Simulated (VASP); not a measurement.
A run of VASP 6.6.1 is set up as follows.

POSCAR

```
HfO2
1.0
    5.2247074515      0.0000000000     -0.0262625614
    0.0000000000      5.2441532439      0.0000000000
   -0.9033631967      0.0000000000      5.3597070746
Hf O
4 8
Direct
    0.2734318309      0.0449330154      0.2095067703
    0.7265681691      0.5449330154      0.2904932297
    0.7265681691      0.9550669846      0.7904932297
    0.2734318309      0.4550669846      0.7095067703
    0.4545768884      0.7566980288      0.4682397861
    0.5454231116      0.2566980288      0.0317602139
    0.5454231116      0.2433019712      0.5317602139
    0.4545768884      0.7433019712      0.9682397861
    0.0634185366      0.3209733795      0.3571629848
    0.9365814634      0.8209733795      0.1428370152
    0.9365814634      0.6790266205      0.6428370152
    0.0634185366      0.1790266205      0.8571629848
```

Contents of INCAR.step1:

```
ALGO = Normal ; EDIFF = 1E-4
ENCUT = 520 ; GGA = PE
ISMEAR = 0 ; LASPH = True
LCHARG = False ; LREAL = False
LWAVE = True ; NBANDS = 56
NELM = 100 ; PREC = Accurate
SIGMA = 0.02
```

Contents of INCAR.step2:

```
ALGO = Normal ; EDIFF = 1E-7
ENCUT = 520 ; ISIF = 2
ISMEAR = 0 ; ISTART = 1
LASPH = True ; LCHARG = True
LELF = True ; LMIXTAU = True
LREAL = False ; LVHAR = True
LWAVE = False ; METAGGA = R2SCAN
NBANDS = 56 ; NELM = 100
PREC = Accurate ; SIGMA = 0.02
```

The input KPOINTS:

```
k-points
0
Gamma
  6 6 6
```

Potentials or basis: VASP PAW PBE potentials, release 64 (Hf_pv, O).

Run with:

```bash
$ cat potpaw_PBE.64/Hf_pv/POTCAR potpaw_PBE.64/O/POTCAR > POTCAR
$ cp INCAR.step1 INCAR
$ mpirun -np 1 vasp_std > vasp.out
$ cp INCAR.step2 INCAR
$ mpirun -np 1 vasp_std > vasp.out
```

(1) What does it give for the largest force?

(2) Predict the band gap on the k mesh.

Answers

(1) 0.102 eV/Å.

(2) 4.58 eV (least direct gap 4.65 eV).

Caveat: the cell stands under tension; the PAW data sets were made with another functional, which shifts forces and pressure a little; spin-orbit coupling is left out, which moves the levels of the heavy elements.
